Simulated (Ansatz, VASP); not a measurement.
Ge: VASP beside Ansatz

```xyz
1
Lattice="2.7491 0.0000 0.0000 0.0000 2.7491 0.0000 0.0000 0.0000 2.7491" Properties=species:S:1:pos:R:3 pbc="T T T"
Ge    0.0000    0.0000    0.0000
```

Alike in both runs: task relaxation of cell and atoms; functional r2SCAN; k mesh 11 × 11 × 11; occupations fermi-dirac, width 0.1 eV; no spin polarisation.

|  | VASP | Ansatz |
| --- | --- | --- |
| version | VASP 6.6.1 | Ansatz 0.2.0 |
| potentials or method | VASP PAW PBE potentials, release 64 (Ge_d), cutoff 600 eV | plane waves (500 eV) with PAW, scalar-relativistic |
| valence electrons in the cell | 14 | 14 |

Ansatz gave:

```
relaxed volume (Å³/atom)                                        : 19.28
relaxed length of the cell vector where the two differ most in proportion (Å) : 2.682
```

Q: Which values does VASP return?

A: Relaxed volume (Å³/atom): 19.23; relaxed length of the cell vector where the two differ most in proportion (Å): 2.679.

VASP's potentials were made for PBE, not for r2SCAN.
